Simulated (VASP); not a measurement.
# W3C in VASP: notebook, part 2 of 2

VASP 6.6.1. The steps go on from the part before.

## 3. Single point, PBE

INCAR reads:

```
SYSTEM = W3C
ALGO = Normal ; DIPOL = 0.5 0.5 0.357
EDIFF = 1E-7 ; ENCUT = 520
GGA = PE ; IDIPOL = 3
ISIF = 2 ; ISMEAR = 0
LASPH = .True. ; LCHARG = .False.
LDIPOL = .True. ; LREAL = .False.
LWAVE = .False. ; NBANDS = 31
NELM = 100 ; PREC = Accurate
SIGMA = 0.1
```

KPOINTS reads:

```
k-points
0
Gamma
  10 10 1
  0 0 0
```

POSCAR reads:

```
W3C
1.0
    2.7571643597      0.0000000000      0.0000000000
   -0.9190547866      2.5994794874      0.0000000000
    0.0000000000      0.0000000000     19.8562161029
W C
3 1
Direct
    0.5000000000      0.5000000000      0.2014482507
    0.0000000000      0.0000000000      0.3111437107
    0.5000000000      0.5000000000      0.4208362792
    0.6666666667      1.1666666667      0.4927598985
```

Potentials or basis: VASP PAW PBE potentials, release 64 (W_sv, C).

The run is started by

```sh
$ cat potpaw_PBE.64/W_sv/POTCAR potpaw_PBE.64/C/POTCAR > POTCAR
$ mpirun -np 1 vasp_std > vasp.out
```

OUTCAR:

```text
SYSTEM = W3C
   EDIFF = 1E-7
   ENCUT = 520
   GGA = PE
   ISIF = 2
   ISMEAR = 0
   LASPH = .True.
   LREAL = .False.
   NELM = 100
   PREC = Accurate

 ion  position               nearest neighbor table
   1  0.500  0.500  0.201-   2 2.70   2 2.70   2 3.13   2 3.13
   2  0.000  0.000  0.311-   3 2.70   3 2.70   1 2.70   1 2.70   3 3.13   3 3.13   1 3.13   1 3.13

   3  0.500  0.500  0.421-   4 1.84   4 2.25   4 2.60   2 2.70   2 2.70   2 3.13   2 3.13
   4  0.667  0.167  0.493-   3 1.84   3 2.25   3 2.60

  LATTYP: Found a base centered orthorhombic cell.
 ALAT       =     3.1836991705
 B/A-ratio  =     1.4142135624
 C/A-ratio  =     6.2368380427

  Lattice vectors:

 A1 = (   2.7571643597,   0.0000000000,   0.0000000000)
 A2 = (  -0.9190547866,   2.5994794874,   0.0000000000)
 A3 = (   0.0000000000,   0.0000000000,  19.8562161029)

Analysis of symmetry for initial positions (statically):
=====================================================================
 Subroutine PRICEL returns:
 Original cell was already a primitive cell.

 Routine SETGRP: Setting up the symmetry group for a
 base centered orthorhombic supercell.

 Subroutine GETGRP returns: Found  1 space group operations
 (whereof  1 operations were pure point group operations)
 out of a pool of  8 trial point group operations.

The static configuration has the point symmetry C_1 .

Analysis of symmetry for dynamics (positions and initial velocities):
=====================================================================
 Subroutine PRICEL returns:
 Original cell was already a primitive cell.

 Routine SETGRP: Setting up the symmetry group for a
 base centered orthorhombic supercell.

 Subroutine GETGRP returns: Found  1 space group operations
 (whereof  1 operations were pure point group operations)
 out of a pool of  8 trial point group operations.

The dynamic configuration has the point symmetry C_1 .

 Subroutine INISYM returns: Found  1 space group operations
 (whereof  1 operations are pure point group operations),
[... 127 lines left out ...]
   AEXX    =    0.0000 exact exchange contribution
   IVDW    =     0    specifies the selected vdW correction
   LEPSILON=     F    determine dielectric tensor
   LRPA    =     F    only Hartree local field effects (RPA)
 non-spin polarized calculation
 Gauss-broadening in eV      SIGMA  =   0.10
  energy-cutoff  :      520.00
  volume of cell :      142.31
 maximum number of plane-waves:      3862
 NGX is ok and might be reduce to    24
   NGX = 11   NGY = 11   NGZ = 73

 dipolmoment           0.000000      0.000000     -0.089042 electrons x Angstroem

 number of electron      45.9999999 magnetization

 dipolmoment           0.000000      0.000000      0.075001 electrons x Angstroem

 Free energy of the ion-electron system (eV)
  ---------------------------------------------------
  ext. energy  EPLUGINS =         0.00000000
  ---------------------------------------------------
  free energy    TOTEN  =       -42.83230202 eV

  energy without entropy =      -42.81791885  energy(sigma->0) =      -42.82511043

 E-fermi :   0.4935     XC(G=0):  -6.1113

 val. band max:        0.4929729546   @ k =   0.5000   0.4000   0.0000
 cond. band min:       0.5030216639   @ k =   0.4000   0.5000   0.0000
 fundamental gap:      0.0100487093
 Fermi energy:         0.4934830890

 k-point     1 :       0.0000    0.0000    0.0000
  band No.  band energies     occupation
      1     -73.5629      2.00000
      2     -73.4681      2.00000
      3     -73.2606      2.00000
      4     -38.2932      2.00000
      5     -37.7476      2.00000
      6     -37.5313      2.00000
[... 805 lines left out ...]
     30       3.5729      0.00000
     31       3.9646      0.00000

 [... further k-points ...]

------------------------ aborting loop because EDIFF is reached ----------------------------------------

 vacuum level on the upper side and lower side of the slab       (xc-potential included)         0.811        -1.078

  FORCE on cell =-STRESS in cart. coord.  units (eV):
  Direction    XX          YY          ZZ          XY          YZ          ZX
  --------------------------------------------------------------------------------------
  -------------------------------------------------------------------------------------
  Total        1.6053302      2.7753830      3.1446973     -2.7919319     -1.9397771      2.2984093
  in kB       18.0729654     31.2455347     35.4033116    -31.4318446    -21.8382019     25.8757181
  external PRESSURE =      28.2406039 kB  Pullay stress =       0.0000000 kB

 VOLUME and BASIS-vectors are now :
 -----------------------------------------------------------------------------
  energy-cutoff  :      520.00
  volume of cell :      142.31
      direct lattice vectors                 reciprocal lattice vectors
     2.757164360  0.000000000  0.000000000     0.362691472  0.128230800  0.000000000
    -0.919054787  2.599479487  0.000000000     0.000000000  0.384692399  0.000000000
     0.000000000  0.000000000 19.856216103     0.000000000  0.000000000  0.050362063

 POSITION                                       TOTAL-FORCE (eV/Angst)
 -----------------------------------------------------------------------------------
      0.91905      1.29974      4.00000        -0.039192     -0.013215      0.074605
      0.00000      0.00000      6.17814        -0.104875      0.080758     -1.538796
      0.91905      1.29974      8.35622        -1.185969      1.208090      1.357132
      1.68493      0.43325      9.78435         1.330035     -1.275634      0.107059
 -----------------------------------------------------------------------------------
    total drift:                                0.000016      0.000001      0.000189

  FREE ENERGIE OF THE ION-ELECTRON SYSTEM (eV)
  ---------------------------------------------------
  free  energy   TOTEN  =       -42.8323020170 eV

  energy  without entropy=      -42.8179188499  energy(sigma->0) =      -42.82511043

 vacuum level on the upper side and lower side of the slab         7.188         5.248
```

Wall time 7.5 min (1 thread of Intel Xeon Platinum 8375C at 2.90GHz (Ice Lake), shared host); peak memory 0.38 GiB.

What came out:

| Item | Value |
| --- | --- |
| Free energy | -42.8323 eV |
| Largest force | 2.170 eV/Å |
| Band gap on the k mesh | zero (band 23 reaches 1.56 eV, above the bottom of band 24 at 0.10 eV) |

Forces on the atoms (eV/Å):
```
W   -0.039 -0.013  0.075
W   -0.105  0.081 -1.539
W   -1.186  1.208  1.357
C    1.330 -1.276  0.107
```

Caveat: spin-orbit coupling is left out, which moves the levels of the heavy elements.

## 4. Single point, PBE

INCAR reads:

```
SYSTEM = W3C
PREC     = Accurate       ! precision mode
ENCUT    = 520            ! plane-wave cutoff, eV
EDIFF    = 1E-7           ! SCF threshold, eV
ISMEAR   = 0              ! smearing method
SIGMA    = 0.1            ! smearing width, eV
LREAL    = .False.        ! projectors in reciprocal space
LASPH    = .True.         ! aspherical terms in the spheres
NELM     = 60             ! most SCF steps
ALGO     = Normal         ! electronic algorithm
ISIF     = 2              ! what is computed and relaxed
LWAVE    = .False.        ! write WAVECAR
LCHARG   = .False.        ! write CHGCAR
LDIPOL   = .True.       
IDIPOL   = 3            
DIPOL    = 0.5 0.5 0.354
GGA      = PE             ! functional
NBANDS   = 31             ! bands
```

KPOINTS reads:

```
regular mesh
0
Gamma
  10 10 1
  0 0 0
```

POSCAR: that of step 3 with these lines changed.

```diff
@@ -11,2 +11,2 @@
     0.5000000000      0.5000000000      0.4208362792
-    0.6666666667      1.1666666667      0.4927598985
+    0.8333333333      1.0000000000      0.4826936679
```

The run is started by

```sh
$ cat potpaw_PBE.64/W_sv/POTCAR potpaw_PBE.64/C/POTCAR > POTCAR
$ mpirun -np 1 vasp_std > vasp.out
```

It took 7.4 min on 1 thread of Intel Xeon Platinum 8375C at 2.90GHz (Ice Lake), shared host; peak memory 0.38 GiB.

Results (log left out):

```yaml
Free_energy: -43.1159 eV
Largest_force: 2.752 eV/Å
Band_gap_on_the_k_mesh: zero (band 23 reaches 1.64 eV, above the bottom of band 24 at 0.17 eV)
```

Forces in eV/Å, atoms in the order of the input:
```
W    0.003  0.076 -0.006
W   -0.046 -0.293 -1.504
W   -0.589 -2.287  1.412
C    0.632  2.504  0.099
```

Levels at points of the mesh, in eV from the Fermi level:
| k point | band 19 | band 20 | band 21 | band 22 | band 23 | band 24 | band 25 | band 26 | band 27 | band 28 |
| --- | --- | --- | --- | --- | --- | --- | --- | --- | --- | --- |
| (0.00, 0.00, 0.00) | -2.05 | -1.69 | -1.48 | -1.22 | -0.37 | 0.12 | 0.55 | 1.39 | 2.12 | 2.22 |
| (0.50, 0.00, 0.00) | -2.89 | -2.24 | -1.30 | -0.78 | 0.62 | 1.02 | 2.11 | 2.19 | 2.34 | 2.86 |
| (0.00, 0.50, 0.00) | -2.75 | -2.24 | -1.17 | -0.32 | -0.02 | 0.93 | 1.83 | 2.15 | 2.36 | 2.98 |
| (0.50, 0.50, 0.00) | -2.80 | -2.18 | -1.81 | 0.53 | 1.01 | 1.33 | 1.70 | 3.09 | 4.57 | 4.98 |

Caveat: spin-orbit coupling is left out, which moves the levels of the heavy elements.

## 5. Single point, PBE

INCAR reads:

```
SYSTEM = W3C
  PREC = Accurate
  ENCUT = 520
  EDIFF = 1E-6
  ISMEAR = 0
  SIGMA = 0.1
  LREAL = .False.
  LASPH = .True.
  NELM = 80
  ALGO = Normal
  ISIF = 2
  LWAVE = .False.
  LCHARG = .True.
  LDIPOL = .True.
  IDIPOL = 3
  DIPOL = 0.5 0.5 0.355
  GGA = PE
  LELF = .True.
  LVHAR = .True.
  LVACPOTAV = .True.
  NBANDS = 31
```

KPOINTS reads:

```
Automatic mesh
0
Gamma
  10 10 1
  0 0 0
```

POSCAR: that of step 4 with these lines changed.

```diff
@@ -11,2 +11,2 @@
     0.5000000000      0.5000000000      0.4208362792
-    0.8333333333      1.0000000000      0.4826936679
+    0.6666666667      1.0000000000      0.4883914440
```

The run is started by

```sh
$ cat potpaw_PBE.64/W_sv/POTCAR potpaw_PBE.64/C/POTCAR > POTCAR
$ mpirun -np 1 vasp_std > vasp.out
```

Run time: 6.4 min. Hardware: 1 thread of Intel Xeon Platinum 8375C at 2.90GHz (Ice Lake), shared host; peak memory 0.38 GiB.

The run converged. Its results:

```yaml
Free_energy: -42.8448 eV
Largest_force: 2.644 eV/Å
Band_gap_on_the_k_mesh: zero (band 23 reaches 1.47 eV, above the bottom of band 24 at 0.24 eV)
```

Forces on the atoms (eV/Å):
```
W    0.039  0.062  0.049
W   -0.064 -0.290 -1.648
W   -0.145 -2.170  1.504
C    0.169  2.397  0.096
```

Levels at points of the mesh, in eV from the Fermi level:
| k point | band 19 | band 20 | band 21 | band 22 | band 23 | band 24 | band 25 | band 26 | band 27 | band 28 |
| --- | --- | --- | --- | --- | --- | --- | --- | --- | --- | --- |
| (0.00, 0.00, 0.00) | -1.96 | -1.56 | -1.39 | -1.16 | -0.07 | 0.14 | 0.75 | 1.24 | 1.84 | 2.24 |
| (0.50, 0.00, 0.00) | -3.16 | -2.02 | -1.53 | -1.25 | 0.74 | 1.14 | 2.20 | 2.57 | 2.71 | 3.02 |
| (0.00, 0.50, 0.00) | -2.80 | -2.19 | -0.94 | -0.46 | 0.34 | 0.95 | 1.80 | 2.20 | 2.70 | 2.94 |
| (0.50, 0.50, 0.00) | -2.63 | -2.28 | -1.02 | 0.28 | 0.68 | 1.39 | 1.68 | 2.58 | 3.84 | 4.95 |

Caveat: spin-orbit coupling is left out, which moves the levels of the heavy elements.
